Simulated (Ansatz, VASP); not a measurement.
**Two plane-wave programs on GaP**

```
Ga P
1.0
     0.00000    2.75256    2.75256
     2.75256    0.00000    2.75256
     2.75256    2.75256    0.00000
Ga P
1 1
Direct
  0.00000 0.00000 0.00000
  0.75000 0.75000 0.75000
```

Alike in both runs: task single point; functional PBE; k mesh 8 × 8 × 8; occupations gaussian, width 0.01 eV; no spin polarisation.

|  | VASP | Ansatz |
| --- | --- | --- |
| version | VASP 6.6.1 | Ansatz 0.2.0 |
| potentials or method | VASP PAW PBE potentials, release 64 (Ga_d, P), cutoff 500 eV | scalar-relativistic, plane waves, PAW |
| valence electrons in the cell | 18 | 18 |

```csv
,VASP,Ansatz,Ansatz less VASP
gap on the k mesh at the Fermi level (eV),1.58,1.58,+0.003
least direct gap on the mesh (eV),1.58,1.58,+0.003
pressure (GPa),0.0,0.0,+0.08
```
